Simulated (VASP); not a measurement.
A run of VASP 6.6.1 is set up as follows.

Contents of POSCAR:

```
P
1.0
    4.3933312230      0.0000000000      0.0000000000
    0.0000000000      4.3933312230      0.0000000000
    0.0000000000      0.0000000000      4.1412772709
P
1
Direct
    0.0000000000      0.0000000000      0.0000000000
```

INCAR.step1

```
PREC = Accurate
ENCUT = 520
ISMEAR = 0
SIGMA = 0.15
LREAL = F
LASPH = T
NELM = 100
NBANDS = 8
GGA = PE
ALGO = Normal
EDIFF = 1E-4
LWAVE = T
LCHARG = F
```

INCAR.step2

```
PREC = Accurate
ENCUT = 520
EDIFF = 1E-6
ISMEAR = 0
SIGMA = 0.15
LREAL = F
LASPH = T
NELM = 100
ALGO = Normal
ISIF = 2
LWAVE = F
LCHARG = F
METAGGA = R2SCAN
LMIXTAU = T
NBANDS = 8
ISTART = 1
```

The input KPOINTS:

```
Automatic mesh
0
Gamma
  12 12 12
```

Potentials or basis: VASP PAW PBE potentials, release 64 (P).

Run with:

```sh
$ cat potpaw_PBE.64/P/POTCAR > POTCAR
$ cp INCAR.step1 INCAR
$ mpirun -np 1 vasp_std > vasp.out
$ cp INCAR.step2 INCAR
$ mpirun -np 1 vasp_std > vasp.out
```

Question: Predict the band gap on the k mesh.

Answer: Zero (an odd number of electrons rules out a gap without spin polarisation).

Question: Predict the pressure.

Answer: -4.0 GPa.

Stress tensor (GPa, compression positive):
```
-3.65  0.00  0.00
 0.00 -3.65  0.00
 0.00  0.00 -4.64
```

Caveat: the cell stands under tension; the PAW data sets were made with another functional, which shifts forces and pressure a little.
